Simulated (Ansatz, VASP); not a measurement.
Ta2N in VASP and in Ansatz

```
Ta N
1.0
     3.17391    0.00000    0.00000
    -1.58696    2.74869    0.00000
     0.00000    0.00000    4.96535
Ta N
2 1
Cartesian
  0.0000 1.8325 1.2647
  1.5870 0.9162 3.7006
  0.0000 0.0000 0.0000
```

Change from the starting cell: volume scaled by 1.06.

Alike in both runs: task single point; functional LDA; k mesh 10 × 10 × 6; occupations fermi-dirac, width 0.05 eV; no spin polarisation.

```csv
,VASP,Ansatz
version,VASP 6.6.1,Ansatz 0.2.0
potentials or method,"VASP PAW LDA potentials, release 64 (Ta_pv, N), cutoff 520 eV","all-electron LAPW, scalar-relativistic"
```

Ansatz gave:

- gap on the k mesh at the Fermi level (eV): none
- pressure (GPa): -27.2
- traceless stress, the component that is largest in VASP (GPa): -0.12
- rms of the force components (eV/Å): 0.339

**Question.** Which values does VASP return?

**Answer.** gap on the k mesh at the Fermi level (eV): none; pressure (GPa): -26.3; traceless stress, the component that is largest in VASP (GPa): -0.15; rms of the force components (eV/Å): 0.326.

LDA's correlation is that of Perdew and Zunger in VASP and of Perdew and Wang (1992) in Ansatz. Atom by atom the forces differ by 0.013 eV/Å (rms over components). A gap of «none» marks a metal or a gap that the smearing closes. Ansatz ran all-electron here, and VASP with PAW potentials.

Spin-orbit coupling is off throughout.
